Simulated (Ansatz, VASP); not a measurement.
Two plane-wave programs on TaH

```
CELL_PARAMETERS angstrom
3.38786 0.00000 0.00000
0.00000 3.38786 0.00000
0.00000 0.00000 3.61866
ATOMIC_POSITIONS crystal
Ta 0.00000 0.50000 0.26440
Ta 0.50000 0.00000 0.73560
H 0.00000 0.00000 0.00000
H 0.50000 0.50000 0.00000
```

Alike in both runs: functional PBE; k mesh 14 × 14 × 12; occupations gaussian, width 0.1 eV; no spin polarisation.

Ansatz relaxed the structure, and its values are those at the end. VASP's run is a single point on that final structure, the one shown.

|  | VASP | Ansatz |
| --- | --- | --- |
| version | VASP 6.6.1 | Ansatz 0.2.0 |
| potentials or method | VASP PAW PBE potentials, release 64 (Ta_pv, H), cutoff 520 eV | scalar-relativistic, plane waves, PAW |
| valence electrons in the cell | 24 | 28 |

|  | VASP | Ansatz | Ansatz less VASP |
| --- | --- | --- | --- |
| gap on the k mesh at the Fermi level (eV) | none | none | - |
| pressure (GPa) | 0.1 | 0.0 | -0.13 |
| rms of the force components (eV/Å) | 0.009 | 0.000 | -0.0088 |

A gap of «none» marks a metal or a gap that the smearing closes. VASP's potentials hold 24 valence electrons a cell and Ansatz's 28, so a difference there can come from the potentials and not from the codes.

Spin-orbit coupling is off throughout.
